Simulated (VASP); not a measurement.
# AlCrC4N4 (P-43m) in VASP: single point with PBE

Aim: the single point of AlCrC4N4 with PBE.

All numbers are computed with VASP 6.6.1; they aren't measurements. Logs are shortened: lines on timing, memory, paths and dates and some standing lists are left out, and cuts for length are marked.

## 1. The cell of the first run

Symmetry: P-43m, No. 215, cubic system. The conventional cell has a = 5.948 Å, b = 5.948 Å, c = 5.948 Å, α = 90.00°, β = 90.00°, γ = 90.00°. Al (site symmetry -43m) has 4 C at 1.97 Å within 2.6 Å. Within 2.7 Å of Cr (site symmetry -43m) lie 4 N at 2.01 Å. Within 1.6 Å of C (site symmetry 3m) lie 1 N at 1.17 Å. N (site symmetry 3m) has 1 C at 1.17 Å within 1.6 Å.

## 2. Single point, PBE, collinear spin, ferromagnetic start

INCAR reads:

```
PREC = Accurate ; ENCUT = 520
EDIFF = 1E-6 ; ISMEAR = 0
SIGMA = 0.1 ; LREAL = False
LASPH = True ; NELM = 150
ALGO = Normal ; ISIF = 2
LWAVE = False ; LCHARG = False
ISPIN = 2 ; MAGMOM = 0 3 0 0 0 0 0 0 0 0
LORBIT = 11 ; LMAXMIX = 4
GGA = PE ; NBANDS = 40
```

KPOINTS reads:

```
regular mesh
0
Gamma
  4 4 4
```

POSCAR reads:

```
AlCrC4N4
1.0
    5.9481321707      0.0000000000      0.0000000000
    0.0000000000      5.9481321707      0.0000000000
    0.0000000000      0.0000000000      5.9481321707
Al Cr C N
1 1 4 4
Direct
    0.0000000000      0.0000000000      0.0000000000
    0.5000000000      0.5000000000      0.5000000000
    0.1908038279      0.1908038279      0.1908038279
    0.1908038279      0.8091961721      0.8091961721
    0.8091961721      0.1908038279      0.8091961721
    0.8091961721      0.8091961721      0.1908038279
    0.3044846924      0.3044846924      0.3044846924
    0.3044846924      0.6955153076      0.6955153076
    0.6955153076      0.3044846924      0.6955153076
    0.6955153076      0.6955153076      0.3044846924
```

Potentials or basis: VASP PAW PBE potentials, release 64 (Al, Cr_pv, C, N).

Started as:

```
> cat potpaw_PBE.64/Al/POTCAR potpaw_PBE.64/Cr_pv/POTCAR potpaw_PBE.64/C/POTCAR potpaw_PBE.64/N/POTCAR > POTCAR
> mpirun -np 1 vasp_std > vasp.out
```

OUTCAR:

```text
PREC = Accurate
   ENCUT = 520
   EDIFF = 1E-6
   ISMEAR = 0
   LREAL = False
   LASPH = True
   NELM = 150
   ISIF = 2
   ISPIN = 2
   LORBIT = 11
   GGA = PE

 ion  position               nearest neighbor table
   1  0.000  0.000  0.000-   3 1.97   4 1.97   5 1.97   6 1.97
   2  0.500  0.500  0.500-   7 2.01   8 2.01   9 2.01  10 2.01
   3  0.191  0.191  0.191-   7 1.17   1 1.97
   4  0.191  0.809  0.809-   8 1.17   1 1.97
   5  0.809  0.191  0.809-   9 1.17   1 1.97
   6  0.809  0.809  0.191-  10 1.17   1 1.97
   7  0.304  0.304  0.304-   3 1.17   2 2.01
   8  0.304  0.696  0.696-   4 1.17   2 2.01
   9  0.696  0.304  0.696-   5 1.17   2 2.01
  10  0.696  0.696  0.304-   6 1.17   2 2.01

  LATTYP: Found a simple cubic cell.
 ALAT       =     5.9481321707

  Lattice vectors:

 A1 = (   5.9481321707,   0.0000000000,   0.0000000000)
 A2 = (   0.0000000000,   5.9481321707,   0.0000000000)
 A3 = (   0.0000000000,   0.0000000000,   5.9481321707)

Analysis of symmetry for initial positions (statically):
=====================================================================
 Subroutine PRICEL returns:
 Original cell was already a primitive cell.

 Routine SETGRP: Setting up the symmetry group for a
 simple cubic supercell.

 Subroutine GETGRP returns: Found 24 space group operations
 (whereof 24 operations were pure point group operations)
 out of a pool of 48 trial point group operations.

The static configuration has the point symmetry T_d .

Analysis of symmetry for dynamics (positions and initial velocities):
=====================================================================
 Subroutine PRICEL returns:
 Original cell was already a primitive cell.

 Routine SETGRP: Setting up the symmetry group for a
 simple cubic supercell.

 Subroutine GETGRP returns: Found 24 space group operations
 (whereof 24 operations were pure point group operations)
 out of a pool of 48 trial point group operations.

The dynamic configuration has the point symmetry T_d .

Analysis of structural, dynamic, and magnetic symmetry:
=====================================================================
 Subroutine PRICEL returns:
 Original cell was already a primitive cell.

 Routine SETGRP: Setting up the symmetry group for a
 simple cubic supercell.

 Subroutine GETGRP returns: Found 24 space group operations
 (whereof 24 operations were pure point group operations)
 out of a pool of 48 trial point group operations.

The overall configuration has the point symmetry T_d .

 Subroutine INISYM returns: Found 24 space group operations
 (whereof 24 operations are pure point group operations),
 and found     1 'primitive' translations

----------------------------------------------------------------------------------------

                                     Primitive cell

  volume of cell :     210.4466

  direct lattice vectors                    reciprocal lattice vectors
     5.948132171  0.000000000  0.000000000     0.168120003  0.000000000  0.000000000
     0.000000000  5.948132171  0.000000000     0.000000000  0.168120003  0.000000000
     0.000000000  0.000000000  5.948132171     0.000000000  0.000000000  0.168120003

  length of vectors
     5.948132171  5.948132171  5.948132171     0.168120003  0.168120003  0.168120003

  position of ions in fractional coordinates (direct lattice)
     0.000000000  0.000000000  0.000000000
     0.500000000  0.500000000  0.500000000
     0.190803828  0.190803828  0.190803828
     0.190803828  0.809196172  0.809196172
     0.809196172  0.190803828  0.809196172
     0.809196172  0.809196172  0.190803828
     0.304484692  0.304484692  0.304484692
     0.304484692  0.695515308  0.695515308
     0.695515308  0.304484692  0.695515308
[... 54 lines left out ...]
   number of dos      NEDOS =    301   number of ions     NIONS =     10
   total plane-waves  NPLWV = 110592
   dimension x,y,z NGX =    48 NGY =   48 NGZ =   48
   dimension x,y,z NGXF=    96 NGYF=   96 NGZF=   96
   ions per type =               1   1   4   4
   NGX,Y,Z   is equivalent  to a cutoff of  13.42, 13.42, 13.42 a.u.
   NGXF,Y,Z  is equivalent  to a cutoff of  26.83, 26.83, 26.83 a.u.
 SYSTEM =  unknown system
   PREC   = accura    normal or accurate (medium, high low for compatibility)
   ISTART =      0    job   : 0-new  1-cont  2-samecut
   ICHARG =      2    charge: 1-file 2-atom 10-const
   ISPIN  =      2    spin polarized calculation?
   LNONCOLLINEAR =      F non collinear calculations
   LSORBIT =      F    spin-orbit coupling
   LASPH  =      T    aspherical Exc in radial PAW
   ENCUT  =  520.0 eV  38.22 Ry    6.18 a.u.  11.06 11.06 11.06*2*pi/ulx,y,z
   NELM   =    150;   NELMIN=  2; NELMDL= -5     # of ELM steps
   EDIFF  = 0.1E-05   stopping-criterion for ELM
   LREAL  =      F    real-space projection
   EDIFFG = 0.1E-04   stopping-criterion for IOM
   NSW    =      0    number of steps for IOM
   IBRION =     -1    ionic relax: 0-MD 1-quasi-New 2-CG
   NFREE  =      0    steps in history (QN), initial steepest desc. (CG)
   ISIF   =      2    stress and relaxation
   ISYM   =      2    0-nonsym 1-usesym 2-fastsym
   POTIM  = 0.5000    time-step for ionic-motion
   TEBEG  =    0.0;   TEEND  =   0.0 temperature during run
   PSTRESS=    0.0 pullay stress
   NELECT =      51.0000    total number of electrons
   NUPDOWN=      -1.0000    fix difference up-down
   EMIN   =  10.00;   EMAX   =-10.00  energy-range for DOS
   EFERMI =   0.00;   METHOD = LEGACY
   ISMEAR =     0;   SIGMA  =   0.10  broadening in eV -4-tet -1-fermi 0-gaus
   EFERMI_NEDOS =   21; number of points for ismear=-14 and -15
   IALGO  =     38    algorithm
   IMIX   =      4    mixing-type and parameters
     AMIX     =   0.40;   BMIX     =  1.00
     AMIX_MAG =   1.60;   BMIX_MAG =  1.00
  volume/ion in A,a.u.               =      21.04       142.02
  Fermi-wavevector in a.u.,A,eV,Ry     =   1.020667  1.928782 14.174034  1.041762
  Thomas-Fermi vector in A             =   2.154250
   LORBIT       =     11    0 simple, 1 ext, 2 COOP (PROOUT), +10 PAW based schemes
   GGA     = PE    functional components
   LHFCALC =     F    Hartree Fock is set to
   AEXX    =    0.0000 exact exchange contribution
   IVDW    =     0    specifies the selected vdW correction
   LEPSILON=     F    determine dielectric tensor
   LRPA    =     F    only Hartree local field effects (RPA)
 spin polarized calculation
 Gauss-broadening in eV      SIGMA  =   0.10
  energy-cutoff  :      520.00
  volume of cell :      210.45
 maximum number of plane-waves:      5702
 NGX is ok and might be reduce to    48
   NGX = 23   NGY = 23   NGZ = 23

 number of electron      51.0000018 magnetization       0.8388185

 Free energy of the ion-electron system (eV)
  ---------------------------------------------------
  ext. energy  EPLUGINS =         0.00000000
  ---------------------------------------------------
  free energy    TOTEN  =       -79.82243396 eV

  energy without entropy =      -79.78126048  energy(sigma->0) =      -79.80184722

 E-fermi :   0.7854     XC(G=0):  -6.9969

 val. band max:        0.7649233794   @ k =   0.5000   0.5000   0.5000
 cond. band min:       0.7900630119   @ k =   0.5000   0.0000   0.0000
 fundamental gap:      0.0251396325
 Fermi energy:         0.7854432254

 spin component 1

 k-point     1 :       0.0000    0.0000    0.0000
  band No.  band energies     occupation
      1     -42.7318      1.00000
      2     -42.7318      1.00000
      3     -42.7317      1.00000
      4     -18.4841      1.00000
      5     -18.3721      1.00000
      6     -18.3721      1.00000
[... 389 lines left out ...]
     36       4.4469      0.00000
     37       6.3998      0.00000
 Fermi energy:         0.7854432254

 spin component 2

 k-point     1 :       0.0000    0.0000    0.0000
  band No.  band energies     occupation
      1     -42.1274      1.00000
      2     -42.1274      1.00000
      3     -42.1273      1.00000
      4     -18.4762      1.00000
      5     -18.3651      1.00000
      6     -18.3651      1.00000
[... 389 lines left out ...]
     36       4.5010      0.00000
     37       6.4642      0.00000
 [bands above 37 left out]

------------------------ aborting loop because EDIFF is reached ----------------------------------------

  FORCE on cell =-STRESS in cart. coord.  units (eV):
  Direction    XX          YY          ZZ          XY          YZ          ZX
  --------------------------------------------------------------------------------------
  -------------------------------------------------------------------------------------
  Total       -3.2440835     -3.2440835     -3.2440835     -0.0000000      0.0000000      0.0000000
  in kB      -24.6979429    -24.6979429    -24.6979429     -0.0000000      0.0000000      0.0000000
  external PRESSURE =     -24.6979429 kB  Pullay stress =       0.0000000 kB

 VOLUME and BASIS-vectors are now :
 -----------------------------------------------------------------------------
  energy-cutoff  :      520.00
  volume of cell :      210.45
      direct lattice vectors                 reciprocal lattice vectors
     5.948132171  0.000000000  0.000000000     0.168120003  0.000000000  0.000000000
     0.000000000  5.948132171  0.000000000     0.000000000  0.168120003  0.000000000
     0.000000000  0.000000000  5.948132171     0.000000000  0.000000000  0.168120003

 POSITION                                       TOTAL-FORCE (eV/Angst)
 -----------------------------------------------------------------------------------
      0.00000      0.00000      0.00000        -0.000000      0.000000     -0.000000
      2.97407      2.97407      2.97407        -0.000000      0.000000     -0.000000
      1.13493      1.13493      1.13493        -0.492491     -0.492491     -0.492491
      1.13493      4.81321      4.81321        -0.492491      0.492491      0.492491
      4.81321      1.13493      4.81321         0.492491     -0.492491      0.492491
      4.81321      4.81321      1.13493         0.492491      0.492491     -0.492491
      1.81112      1.81112      1.81112         1.256719      1.256719      1.256719
      1.81112      4.13702      4.13702         1.256719     -1.256719     -1.256719
      4.13702      1.81112      4.13702        -1.256719      1.256719     -1.256719
      4.13702      4.13702      1.81112        -1.256719     -1.256719      1.256719
 -----------------------------------------------------------------------------------
    total drift:                               -0.000000     -0.000000     -0.000000

  FREE ENERGIE OF THE ION-ELECTRON SYSTEM (eV)
  ---------------------------------------------------
  free  energy   TOTEN  =       -79.8224339619 eV

  energy  without entropy=      -79.7812604845  energy(sigma->0) =      -79.80184722

 total charge

# of ion       s       p       d       tot
------------------------------------------
    1        0.353   0.431   0.000   0.784
    2        0.246   6.237   4.147  10.630
    3        0.947   1.681   0.000   2.629
    4        0.947   1.681   0.000   2.629
    5        0.947   1.681   0.000   2.629
    6        0.947   1.681   0.000   2.629
    7        1.300   2.567   0.000   3.868
    8        1.300   2.567   0.000   3.868
    9        1.300   2.567   0.000   3.868
   10        1.300   2.567   0.000   3.868
--------------------------------------------------
tot          9.590  23.663   4.147  37.400

 magnetization (x)

# of ion       s       p       d       tot
------------------------------------------
    1       -0.000   0.002   0.000   0.001
    2        0.004   0.024   0.632   0.660
    3        0.002   0.021   0.000   0.023
    4        0.002   0.021   0.000   0.023
    5        0.002   0.021   0.000   0.023
    6        0.002   0.021   0.000   0.023
    7       -0.001  -0.006   0.000  -0.006
    8       -0.001  -0.006   0.000  -0.006
    9       -0.001  -0.006   0.000  -0.006
   10       -0.001  -0.006   0.000  -0.006
--------------------------------------------------
tot          0.010   0.089   0.632   0.730
```

Run time: 21 min. Hardware: 1 thread of Intel Xeon 8259CL, shared host; peak memory 0.49 GiB.

What came out:

```yaml
Free_energy: -79.8224 eV
Pressure: -2.5 GPa
Largest_force: 2.177 eV/Å
Net_moment: 0.84 μB per cell
Site_moments: Al +0.00; Cr +0.66; C +0.02; N -0.01 μB
Valence_electrons_inside_the_program's_atomic_spheres: Al 0.78; Cr 10.63; C 2.63; N 3.87
```

Forces on the atoms (eV/Å):
```
Al   0.000  0.000  0.000
Cr   0.000  0.000  0.000
C   -0.492 -0.492 -0.492
C   -0.492  0.492  0.492
C    0.492 -0.492  0.492
C    0.492  0.492 -0.492
N    1.257  1.257  1.257
N    1.257 -1.257 -1.257
N   -1.257  1.257 -1.257
N   -1.257 -1.257  1.257
```

Levels at points of the mesh, in eV from the Fermi level:
Spin up:
```
           k point  band 24  band 25  band 26  band 27  band 28  band 29
(0.00, 0.00, 0.00)    -0.62    -0.62    -0.30    -0.30    -0.30     2.05
(0.50, 0.00, 0.00)    -0.67    -0.37     0.00     0.11     0.11     1.64
(0.50, 0.50, 0.00)    -0.63    -0.39    -0.02     0.25     0.25     1.67
(0.50, 0.50, 0.50)    -0.59    -0.59    -0.02    -0.02    -0.02     2.11
```
Spin down:
```tsv
k point	band 21	band 22	band 23	band 24	band 25	band 26	band 27	band 28	band 29	band 30
(0.00, 0.00, 0.00)	-5.08	-5.08	-5.08	-0.41	-0.41	0.12	0.12	0.12	2.40	2.40
(0.50, 0.00, 0.00)	-5.21	-5.06	-5.06	-0.46	-0.14	0.52	0.61	0.61	1.83	1.83
(0.50, 0.50, 0.00)	-5.09	-5.08	-5.08	-0.43	-0.16	0.48	0.84	0.84	1.74	1.74
(0.50, 0.50, 0.50)	-4.95	-4.95	-4.95	-0.38	-0.38	0.48	0.48	0.48	2.35	2.35
```

Caveat: a cell with one magnetic atom can't hold antiferromagnetic order, which such compounds often take; forces of over 1 eV/Å act on the atoms, so gaps and moduli don't describe the material at rest.
